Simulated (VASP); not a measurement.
Al:

```
Al
1.0
    -1.59122    1.59122    1.59122
     1.59122   -1.59122    1.59122
     1.59122    1.59122   -1.59122
Al
1
Direct
  0.00000 0.00000 0.00000
```

This isn't the form of Al at room conditions, which is fcc.

Base run:

- Program: VASP 6.6.1
- Functional: r2SCAN
- Potentials or basis: VASP PAW PBE potentials, release 64 (Al)
- Cutoff: 550 eV
- k mesh: 10 × 10 × 10
- Occupations: fermi-dirac, width 0.15 eV
- Spin: no spin polarisation

Its results: band gap on the k mesh zero (an odd number of electrons rules out a gap without spin polarisation); pressure 0.7 GPa.

**Question.** The run is repeated on the same cell with these changes: k mesh from 10 × 10 × 10 to 3 × 3 × 3. What comes out?

**Answer.** Band gap on the k mesh zero (an odd number of electrons rules out a gap without spin polarisation); pressure 1.4 GPa.

Caveats: some runs use coarse meshes; the PAW data sets were made with another functional, which shifts forces and pressure a little.
